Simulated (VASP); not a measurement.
# C (P6_3/mmc) in VASP: phonons with PBE+D4

Aim: the phonons of C with PBE+D4.

Everything below comes from runs of VASP 6.6.1. Logs are shortened: lines on timing, memory, paths and dates and some standing lists are left out, and cuts for length are marked.

**1. The cell of the first run**

Symmetry: P6_3/mmc, No. 194, hexagonal system. The conventional cell has a = 2.460 Å, b = 2.460 Å, c = 6.663 Å, α = 90.00°, β = 90.00°, γ = 120.00°. C (site symmetry -6m2) has 3 C at 1.42 Å within 1.9 Å. Within 1.9 Å of C (site symmetry -6m2) lie 3 C at 1.42 Å.

**2. Phonons, PBE+D4**

Input file INCAR:

```
PREC = Accurate
ENCUT = 520
EDIFF = 1E-8
ISMEAR = -1
SIGMA = 0.05
LREAL = F
LASPH = T
NELM = 100
ALGO = Normal
ISIF = 2
LWAVE = F
LCHARG = F
GGA = PE
IVDW = 13
IBRION = 6
NFREE = 2
POTIM = 0.015
NSW = 1
```

Input file KPOINTS:

```
Automatic mesh
0
Gamma
  24 24 6
```

Input file POSCAR:

```
C
1.0
    2.4598458362      0.0000000000      0.0000000000
   -1.2299229181      2.1302889836      0.0000000000
    0.0000000000      0.0000000000      6.6628289649
C
4
Direct
    0.0000000000      0.0000000000      0.2500000000
    0.3333333333      0.6666666667      0.2500000000
    0.0000000000      0.0000000000      0.7500000000
    0.6666666667      0.3333333333      0.7500000000
```

Potentials or basis: VASP PAW PBE potentials, release 64 (C).

Launch:

```console
cat potpaw_PBE.64/C/POTCAR > POTCAR
mpirun -np 1 vasp_std > vasp.out
```

OUTCAR:

```text
PREC = Accurate
   ENCUT = 520
   EDIFF = 1E-8
   ISMEAR = -1
   LREAL = F
   LASPH = T
   NELM = 100
   ISIF = 2
   GGA = PE
   IVDW = 13
   IBRION = 6
   NFREE = 2
   POTIM = 0.015
   NSW = 1

 ion  position               nearest neighbor table
   1  0.000  0.000  0.250-   2 1.42   2 1.42   2 1.42
   2  0.333  0.667  0.250-   1 1.42   1 1.42   1 1.42
   3  0.000  0.000  0.750-   4 1.42   4 1.42   4 1.42
   4  0.667  0.333  0.750-   3 1.42   3 1.42   3 1.42

  LATTYP: Found a hexagonal cell.
 ALAT       =     2.4598458362
 C/A-ratio  =     2.7086368043

  Lattice vectors:

 A1 = (   2.4598458362,   0.0000000000,   0.0000000000)
 A2 = (  -1.2299229181,   2.1302889836,   0.0000000000)
 A3 = (   0.0000000000,   0.0000000000,   6.6628289649)

Analysis of symmetry for initial positions (statically):
=====================================================================
 Subroutine PRICEL returns:
 Original cell was already a primitive cell.

 Routine SETGRP: Setting up the symmetry group for a
 hexagonal supercell.

 Subroutine GETGRP returns: Found 24 space group operations
 (whereof 12 operations were pure point group operations)
 out of a pool of 24 trial point group operations.

The static configuration has the point symmetry D_3d.
 The point group associated with its full space group is D_6h.

Analysis of symmetry for dynamics (positions and initial velocities):
=====================================================================
 Subroutine PRICEL returns:
 Original cell was already a primitive cell.

 Routine SETGRP: Setting up the symmetry group for a
 hexagonal supercell.

 Subroutine GETGRP returns: Found 24 space group operations
 (whereof 12 operations were pure point group operations)
 out of a pool of 24 trial point group operations.

The dynamic configuration has the point symmetry D_3d.
 The point group associated with its full space group is D_6h.

 Subroutine INISYM returns: Found 24 space group operations
 (whereof 12 operations are pure point group operations),
 and found     1 'primitive' translations

----------------------------------------------------------------------------------------

                                     Primitive cell

[... 143 lines left out ...]

------------------------ aborting loop because EDIFF is reached ----------------------------------------

  DFT-D4 for vdW energy calculation

  Edisp (eV):   -0.70971
[... 327 lines left out ...]
--------------------------------------- Ionic step        9  -------------------------------------------

 number of electron      15.9999994 magnetization

 Free energy of the ion-electron system (eV)
  ---------------------------------------------------
  ext. energy  EPLUGINS =         0.00000000
  ---------------------------------------------------
  free energy    TOTEN  =       -36.83486687 eV

  energy without entropy =      -36.83430067  energy(sigma->0) =      -36.83458377

 E-fermi :   4.7716     XC(G=0): -10.3850

 val. band max:        4.7657698918   @ k =   0.3333   0.3333   0.5000
 cond. band min:       4.7718172941   @ k =   0.3333   0.3333   0.5000
 fundamental gap:      0.0060474024
 Fermi energy:         4.7716064710

 k-point     1 :       0.0000    0.0000    0.0000
  band No.  band energies     occupation
      1     -14.9313      2.00000
      2     -14.6152      2.00000
      3      -3.8063      2.00000
      4      -1.7720      2.00000
      5       1.7647      2.00000
      6       1.7647      2.00000
      7       1.7844      2.00000
      8       1.7844      2.00000
      9       9.0967      0.00000
     10      13.1406      0.00000
     11      13.1413      0.00000
     12      13.1954      0.00000
[... 331 lines left out ...]
 k-point    24 :       0.4583    0.0417    0.0000
  band No.  band energies     occupation
      1      -9.7299      2.00000
      2      -9.5549      2.00000
      3      -8.3340      2.00000
      4      -8.1870      2.00000
      5      -1.7854      2.00000
      6      -1.7229      2.00000
      7       1.9110      2.00000
      8       2.7295      2.00000
      9       6.3325      0.00000
     10       7.0655      0.00000
     11      12.2287      0.00000
     12      12.6481      0.00000

 [... further k-points ...]

------------------------ aborting loop because EDIFF is reached ----------------------------------------

  DFT-D4 for vdW energy calculation

  Edisp (eV):   -0.70972
[... 27 lines left out ...]
  FREE ENERGIE OF THE ION-ELECTRON SYSTEM (eV)
  ---------------------------------------------------
  free  energy   TOTEN  =       -37.5445862324 eV

  energy  without entropy=      -37.5440200342  energy(sigma->0) =      -37.54430313

 INTERNAL STRAIN TENSORS FROM DISPLACED ATOMS
 ============================================

 INTERNAL STRAIN TENSOR FOR ION    1 for displacements in x,y,z  (eV/Angst):
          X           Y           Z          XY          YZ          ZX
  --------------------------------------------------------------------------------
  x     0.00000     0.00000     0.00000   -11.96559     0.00000     0.00000
  y   -11.96559    11.96559     0.00000    -0.00000     0.00000     0.00000
  z     0.00000     0.00000    -0.00000     0.00000    -0.00000     0.00000

 INTERNAL STRAIN TENSOR FOR ION    4 for displacements in x,y,z  (eV/Angst):
          X           Y           Z          XY          YZ          ZX
  --------------------------------------------------------------------------------
  x     0.00000     0.00000     0.00000   -12.07747     0.00000     0.00000
  y   -12.07747    12.07747     0.00000     0.00000     0.00000     0.00000
  z     0.00000    -0.00000     0.00000     0.00000     0.00000     0.00000

 Eigenvectors and eigenvalues of the dynamical matrix
 ----------------------------------------------------

   1 f  =   47.260105 THz   296.944000 2PiTHz 1576.427429 cm-1   195.452003 meV
             X         Y         Z           dx          dy          dz
      0.000000  0.000000  1.665707    -0.000000   -0.499994   -0.000000
     -0.000000  1.420193  1.665707     0.000000    0.500006    0.000000
      0.000000  0.000000  4.997122    -0.000000   -0.499994    0.000000
      1.229923  0.710096  4.997122     0.000000    0.500006    0.000000
[... 71 lines left out ...]
  12 f/i=    0.000601 THz     0.003776 2PiTHz    0.020044 cm-1     0.002485 meV
             X         Y         Z           dx          dy          dz
      0.000000  0.000000  1.665707    -0.487829    0.109680    0.000000
     -0.000000  1.420193  1.665707    -0.487816    0.109677    0.000000
      0.000000  0.000000  4.997122    -0.487829    0.109680    0.000000
      1.229923  0.710096  4.997122    -0.487816    0.109677    0.000000

 ELASTIC MODULI CONTR FROM IONIC RELAXATION (kBar)
 Direction    XX          YY          ZZ          XY          YZ          ZX
 --------------------------------------------------------------------------------
 XX        -253.1524    253.1524      0.0000      0.0000      0.0000      0.0000
 YY         253.1524   -253.1524     -0.0000     -0.0000     -0.0000      0.0000
 ZZ           0.0000     -0.0000     -0.0000     -0.0000     -0.0000      0.0000
 XY           0.0000     -0.0000     -0.0000   -253.1524     -0.0000      0.0000
 YZ           0.0000     -0.0000     -0.0000     -0.0000     -0.0000      0.0000
 ZX           0.0000      0.0000      0.0000      0.0000      0.0000      0.0000
 --------------------------------------------------------------------------------
```

Run time: 9.6 min. Hardware: 1 thread of Intel Xeon 6975P-C (Granite Rapids), shared host; peak memory 0.71 GiB.

What came out:

```yaml
Highest_phonon_frequency_at_Γ: 1576 cm⁻¹
Dispersion_energy_per_atom: -0.177 eV
```

Phonon frequencies in cm⁻¹ (negative: imaginary):
```csv
q point,frequencies
"(0.000, 0.000, 0.000)",0 0 0 37 37 129 864 869 1571 1571 1576 1576
```
